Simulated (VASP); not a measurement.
# Ti12H (a cell with a defect) in VASP: single point with PBE+D3(BJ)

Aim: the single point of Ti12H (a cell with a defect) with PBE+D3(BJ).

All numbers are computed with VASP 6.6.1; they aren't measurements. Logs are shortened: lines on timing, memory, paths and dates and some standing lists are left out, and cuts for length are marked.

## Step 1: The cell of the first run

The cell holds a defect, 13 atoms: a = 5.900 Å, b = 8.850 Å, c = 4.685 Å, α = 90.00°, β = 90.00°, γ = 120.00°.

## Step 2: Single point, PBE+D3(BJ)

INCAR reads:

```
PREC     = Accurate       # precision mode
ENCUT    = 520            # plane-wave cutoff, eV
EDIFF    = 1E-7           # SCF threshold, eV
ISMEAR   = 0              # smearing method
SIGMA    = 0.15           # smearing width, eV
LREAL    = False          # projectors in reciprocal space
LASPH    = True           # aspherical terms in the spheres
NELM     = 100            # most SCF steps
ALGO     = Normal         # electronic algorithm
ISIF     = 2              # what is computed and relaxed
LWAVE    = False          # write WAVECAR
LCHARG   = False          # write CHGCAR
GGA      = PE             # functional
IVDW     = 12             # dispersion correction
NBANDS   = 84             # bands
```

KPOINTS reads:

```
regular mesh
0
Gamma
  3 2 4
```

POSCAR reads:

```
Ti12H
1.0
    5.9000000000      0.0000000000      0.0000000000
   -4.4250000000      7.6643250000      0.0000000000
    0.0000000000      0.0000000000      4.6846000000
Ti H
12 1
Direct
    0.0014798818      0.0025593904     -0.0007129744
    0.1649634902      0.2217725631      0.5024544251
   -0.0022370705      0.3318224371     -0.0024081031
    0.1628571898      0.5509535412      0.4978292704
   -0.0073610502      0.6642103512     -0.0023485463
    0.1618215083      0.8915873218      0.4997314605
    0.5025022860      0.0041781892      0.0013764249
    0.6681187573      0.2238516764      0.5011136490
    0.5005929768      0.3337989973     -0.0040122956
    0.6641058819      0.5531662606      0.4992031337
    0.5037646225      0.6641419825     -0.0011448149
    0.6747367858      0.8918641890      0.5019017632
    0.3312802603      0.7779375222      0.2482837382
```

Potentials or basis: VASP PAW PBE potentials, release 64 (Ti_sv, H).

Launch:

```bash
> cat potpaw_PBE.64/Ti_sv/POTCAR potpaw_PBE.64/H/POTCAR > POTCAR
> mpirun -np 1 vasp_std > vasp.out
```

OUTCAR:

```text
PREC = Accurate
   ENCUT = 520
   EDIFF = 1E-7
   ISMEAR = 0
   LREAL = False
   LASPH = True
   NELM = 100
   ISIF = 2
   GGA = PE
   IVDW = 12
 IVDW          = 12

 ion  position               nearest neighbor table
   1  0.001  0.003  0.999-  12 2.87   2 2.87   6 2.87   6 2.88  12 2.89   2 2.89
   2  0.165  0.222  0.502-   1 2.87   3 2.87   9 2.88   1 2.89  12 2.91   3 2.91   6 2.91   4 2.92

   3  0.998  0.332  0.998-   8 2.87   2 2.87   4 2.88   4 2.88   8 2.90   7 2.91   2 2.91
   4  0.163  0.551  0.498-   3 2.88   3 2.88   8 2.91  11 2.92   5 2.92   5 2.92   2 2.92
   5  0.993  0.664  0.998-  10 2.88  11 2.88  10 2.89   6 2.91   9 2.91   4 2.92   4 2.92
   6  0.162  0.892  0.500-   1 2.87  12 2.88   1 2.88   5 2.91   7 2.91   2 2.91
   7  0.503  0.004  0.001-   8 2.88   8 2.89   3 2.91   6 2.91  12 2.92  12 2.92
   8  0.668  0.224  0.501-   3 2.87   9 2.87   7 2.88   7 2.89   3 2.90   4 2.91   9 2.91
   9  0.501  0.334  0.996-  10 2.87   8 2.87   2 2.88  10 2.90   8 2.91   5 2.91  11 2.91
  10  0.664  0.553  0.499-   9 2.87  11 2.88   5 2.88  11 2.88   5 2.89   9 2.90
  11  0.504  0.664  0.999-  10 2.88  10 2.88   5 2.88  12 2.91   9 2.91   4 2.92
  12  0.675  0.892  0.502-   1 2.87   6 2.88   1 2.89   2 2.91  11 2.91   7 2.92   7 2.92
  13  0.331  0.778  0.248-

  LATTYP: Found a simple monoclinic cell.
 ALAT       =     5.9000000000
 B/A-ratio  =     0.7940000000
 C/A-ratio  =     1.3228756849
 COS(beta)  =    -0.1889822323

  Lattice vectors:

 A1 = (   5.9000000000,   0.0000000000,   0.0000000000)
 A2 = (   0.0000000000,   0.0000000000,   4.6846000000)
 A3 = (  -1.4750000000,  -7.6643250000,   0.0000000000)

Analysis of symmetry for initial positions (statically):
=====================================================================
 Subroutine PRICEL returns:
 Original cell was already a primitive cell.

 Routine SETGRP: Setting up the symmetry group for a
 simple monoclinic supercell.

 Subroutine GETGRP returns: Found  1 space group operations
 (whereof  1 operations were pure point group operations)
 out of a pool of  4 trial point group operations.

The static configuration has the point symmetry C_1 .

Analysis of symmetry for dynamics (positions and initial velocities):
=====================================================================
 Subroutine PRICEL returns:
 Original cell was already a primitive cell.

 Routine SETGRP: Setting up the symmetry group for a
 simple monoclinic supercell.

 Subroutine GETGRP returns: Found  1 space group operations
 (whereof  1 operations were pure point group operations)
 out of a pool of  4 trial point group operations.

The dynamic configuration has the point symmetry C_1 .

 Subroutine INISYM returns: Found  1 space group operations
 (whereof  1 operations are pure point group operations),
 and found     1 'primitive' translations

----------------------------------------------------------------------------------------

                                     Primitive cell

  volume of cell :     211.8354

  direct lattice vectors                    reciprocal lattice vectors
     5.900000000  0.000000000  0.000000000     0.169491525  0.097855976  0.000000000
    -4.425000000  7.664325000  0.000000000     0.000000000  0.130474634  0.000000000
     0.000000000  0.000000000  4.684600000     0.000000000  0.000000000  0.213465397

  length of vectors
     5.900000000  8.850000153  4.684600000     0.195711955  0.130474634  0.213465397

  position of ions in fractional coordinates (direct lattice)
     0.001479882  0.002559390  0.999287026
     0.164963490  0.221772563  0.502454425
     0.997762929  0.331822437  0.997591897
     0.162857190  0.550953541  0.497829270
     0.992638950  0.664210351  0.997651454
     0.161821508  0.891587322  0.499731461
     0.502502286  0.004178189  0.001376425
     0.668118757  0.223851676  0.501113649
     0.500592977  0.333798997  0.995987704
     0.664105882  0.553166261  0.499203134
     0.503764623  0.664141982  0.998855185
     0.674736786  0.891864189  0.501901763
     0.331280260  0.777937522  0.248283738

  ion indices of the primitive-cell ions
   primitive index   ion index
                 1           1
                 2           2
                 3           3
                 4           4
                 5           5
                 6           6
                 7           7
                 8           8
                 9           9
                10          10
                11          11
                12          12
                13          13

[... 24 lines left out ...]
|           W    W   A  A   R    R  NN   N  II  NN   N  G    G  !!!           |
|           W    W  A    A  R    R  N N  N  II  N N  N  G       !!!           |
|           W WW W  AAAAAA  RRRRR   N  N N  II  N  N N  G  GGG   !            |
|           WW  WW  A    A  R   R   N   NN  II  N   NN  G    G                |
|           W    W  A    A  R    R  N    N  II  N    N   GGGG   !!!           |
|                                                                             |
|     Your reciprocal lattice and k-lattice belong to different lattice       |
|     classes:                                                                |
|                                                                             |
|        The reciprocal lattice is simple monoclinic,                         |
|        whereas your k-lattice is hexagonal.                                 |
|                                                                             |
|     Results are often still useful ...                                      |
|                                                                             |
 -----------------------------------------------------------------------------

 Subroutine IBZKPT returns following result:
 ===========================================

 Found     14 irreducible k-points:

 Following reciprocal coordinates:
            Coordinates               Weight
  0.000000  0.000000  0.000000      1.000000
  0.333333 -0.000000  0.000000      2.000000
  0.000000  0.500000  0.000000      1.000000
  0.333333  0.500000  0.000000      2.000000
  0.000000  0.000000  0.250000      2.000000
  0.333333 -0.000000  0.250000      2.000000
 -0.333333  0.000000  0.250000      2.000000
  0.000000  0.500000  0.250000      2.000000
  0.333333  0.500000  0.250000      2.000000
 -0.333333  0.500000  0.250000      2.000000
  0.000000  0.000000  0.500000      1.000000
  0.333333 -0.000000  0.500000      2.000000
  0.000000  0.500000  0.500000      1.000000
  0.333333  0.500000  0.500000      2.000000
   k-points           NKPTS =     14   k-points in BZ     NKDIM =     14   number of bands    NBANDS=     84
   number of dos      NEDOS =    301   number of ions     NIONS =     13
   total plane-waves  NPLWV = 120960
   dimension x,y,z NGX =    48 NGY =   70 NGZ =   36
   dimension x,y,z NGXF=    96 NGYF=  140 NGZF=   72
   ions per type =              12   1
   NGX,Y,Z   is equivalent  to a cutoff of  13.53, 13.15, 12.78 a.u.
   NGXF,Y,Z  is equivalent  to a cutoff of  27.05, 26.30, 25.55 a.u.
 SYSTEM =  unknown system
   PREC   = accura    normal or accurate (medium, high low for compatibility)
   ISTART =      0    job   : 0-new  1-cont  2-samecut
   ICHARG =      2    charge: 1-file 2-atom 10-const
   ISPIN  =      1    spin polarized calculation?
   LNONCOLLINEAR =      F non collinear calculations
   LSORBIT =      F    spin-orbit coupling
   LASPH  =      T    aspherical Exc in radial PAW
   ENCUT  =  520.0 eV  38.22 Ry    6.18 a.u.  10.97 16.46  8.71*2*pi/ulx,y,z
   NELM   =    100;   NELMIN=  2; NELMDL= -5     # of ELM steps
   EDIFF  = 0.1E-06   stopping-criterion for ELM
   LREAL  =      F    real-space projection
   EDIFFG = 0.1E-05   stopping-criterion for IOM
   NSW    =      0    number of steps for IOM
   IBRION =     -1    ionic relax: 0-MD 1-quasi-New 2-CG
   NFREE  =      0    steps in history (QN), initial steepest desc. (CG)
   ISIF   =      2    stress and relaxation
   ISYM   =      2    0-nonsym 1-usesym 2-fastsym
   POTIM  = 0.5000    time-step for ionic-motion
   TEBEG  =    0.0;   TEEND  =   0.0 temperature during run
   PSTRESS=    0.0 pullay stress
   NELECT =     145.0000    total number of electrons
   NUPDOWN=      -1.0000    fix difference up-down
   EMIN   =  10.00;   EMAX   =-10.00  energy-range for DOS
   EFERMI =   0.00;   METHOD = LEGACY
   ISMEAR =     0;   SIGMA  =   0.15  broadening in eV -4-tet -1-fermi 0-gaus
   EFERMI_NEDOS =   21; number of points for ismear=-14 and -15
   IALGO  =     38    algorithm
   IMIX   =      4    mixing-type and parameters
     AMIX     =   0.40;   BMIX     =  1.00
     AMIX_MAG =   1.60;   BMIX_MAG =  1.00
  volume/ion in A,a.u.               =      16.30       109.96
  Fermi-wavevector in a.u.,A,eV,Ry     =   1.442773  2.726446 28.321806  2.081594
  Thomas-Fermi vector in A             =   2.561256
   LORBIT       =      0    0 simple, 1 ext, 2 COOP (PROOUT), +10 PAW based schemes
   GGA     = PE    functional components
   LHFCALC =     F    Hartree Fock is set to
   AEXX    =    0.0000 exact exchange contribution
   IVDW    =    12    specifies the selected vdW correction
   LEPSILON=     F    determine dielectric tensor
   LRPA    =     F    only Hartree local field effects (RPA)
 non-spin polarized calculation
 Gauss-broadening in eV      SIGMA  =   0.15
  energy-cutoff  :      520.00
  volume of cell :      211.84
 maximum number of plane-waves:      5706
 NGX is ok and might be reduce to    48
   NGX = 21   NGY = 33   NGZ = 17

 number of electron     144.9999996 magnetization

 Free energy of the ion-electron system (eV)
  ---------------------------------------------------
  ext. energy  EPLUGINS =         0.00000000
  ---------------------------------------------------
  free energy    TOTEN  =       -97.86939136 eV

  energy without entropy =      -97.64802630  energy(sigma->0) =      -97.75870883

 E-fermi :   8.2768     XC(G=0): -11.4757

 val. band max:        8.2732027134   @ k =   0.3333   0.5000   0.5000
 cond. band min:       8.2982349359   @ k =   0.0000   0.0000   0.5000
 fundamental gap:      0.0250322226
 Fermi energy:         8.2768494960

 k-point     1 :       0.0000    0.0000    0.0000
  band No.  band energies     occupation
      1     -48.6278      2.00000
      2     -48.5638      2.00000
      3     -48.5374      2.00000
      4     -48.5343      2.00000
      5     -48.5236      2.00000
      6     -48.5177      2.00000
[... 1207 lines left out ...]
     83       8.7479      0.00001
     84       8.7562      0.00001

------------------------ aborting loop because EDIFF is reached ----------------------------------------

 Edisp (eV)   -7.28488

 E8    (eV) :    -3.4268

  FORCE on cell =-STRESS in cart. coord.  units (eV):
  Direction    XX          YY          ZZ          XY          YZ          ZX
  --------------------------------------------------------------------------------------
  -------------------------------------------------------------------------------------
  Total      -8.91148    -8.89145    -8.62226    -0.02349     0.04964    -0.00807
  in kB     -67.40035   -67.24883   -65.21288    -0.17764     0.37542    -0.06107
  external pressure =      -66.62 kB  Pullay stress =        0.00 kB

 VOLUME and BASIS-vectors are now :
 -----------------------------------------------------------------------------
  energy-cutoff  :      520.00
  volume of cell :      211.84
      direct lattice vectors                 reciprocal lattice vectors
     5.900000000  0.000000000  0.000000000     0.169491525  0.097855976  0.000000000
    -4.425000000  7.664325000  0.000000000     0.000000000  0.130474634  0.000000000
     0.000000000  0.000000000  4.684600000     0.000000000  0.000000000  0.213465397

 POSITION                                       TOTAL-FORCE (eV/Angst)
 -----------------------------------------------------------------------------------
     -0.00259      0.01962      4.68126         0.010493      0.003829      0.002186
     -0.00806      1.69974      2.35380         0.015476      0.005312      0.010440
      4.41849      2.54320      4.67332         0.009037      0.010249     -0.010843
     -1.47711      4.22269      2.33213         0.004014      0.013092     -0.008297
      2.91744      5.09072      4.67360        -0.027634     -0.020210     -0.030085
     -2.99053      6.83342      2.34104        -0.001727      0.011970      0.013977
      2.94628      0.03202      0.00645        -0.003464      0.013720     -0.002229
      2.95136      1.71567      2.34752        -0.014822     -0.015731      0.012589
      1.47644      2.55834      4.66580        -0.006340     -0.003024     -0.010539
      1.47046      4.23965      2.33857         0.000462     -0.004998      0.006437
      0.03338      5.09020      4.67924         0.011106     -0.007950     -0.005436
      0.03445      6.83554      2.35121        -0.022492     -0.001561      0.005222
     -1.48782      5.96237      1.16311         0.025892     -0.004699      0.016579
 -----------------------------------------------------------------------------------
    total drift:                                0.000015      0.000112     -0.000252

  FREE ENERGIE OF THE ION-ELECTRON SYSTEM (eV)
  ---------------------------------------------------
  free  energy   TOTEN  =      -105.1542760000 eV

  energy  without entropy=     -104.9329109354  energy(sigma->0) =     -105.04359347
```

Wall time 9.7 min (1 thread of AMD EPYC 7R43 (Zen 3), shared host); peak memory 0.39 GiB.

Results:

* Free energy: -105.1543 eV
* Pressure: -6.7 GPa
* Largest force: 0.046 eV/Å
* Dispersion energy per atom: -0.560 eV

Forces on the atoms (eV/Å):
```
Ti   0.010  0.004  0.002
Ti   0.015  0.005  0.010
Ti   0.009  0.010 -0.011
Ti   0.004  0.013 -0.008
Ti  -0.028 -0.020 -0.030
Ti  -0.002  0.012  0.014
Ti  -0.003  0.014 -0.002
Ti  -0.015 -0.016  0.013
Ti  -0.006 -0.003 -0.011
Ti   0.000 -0.005  0.006
Ti   0.011 -0.008 -0.005
Ti  -0.022 -0.002  0.005
H    0.026 -0.005  0.017
```

Levels at points of the mesh, in eV from the Fermi level:
```csv
k point,band 70,band 71,band 72,band 73,band 74,band 75
"(0.00, 0.00, 0.00)",-0.61,0.09,0.29,0.40,0.47,0.50
"(0.00, 0.50, 0.00)",-0.33,-0.15,-0.01,0.11,0.29,0.36
"(0.00, 0.00, 0.50)",-0.61,-0.32,-0.02,0.02,0.08,0.09
"(0.00, 0.50, 0.50)",-0.40,-0.34,-0.29,-0.15,-0.01,0.09
```

Caveat: the k points lie up to 0.41 Å⁻¹ apart.
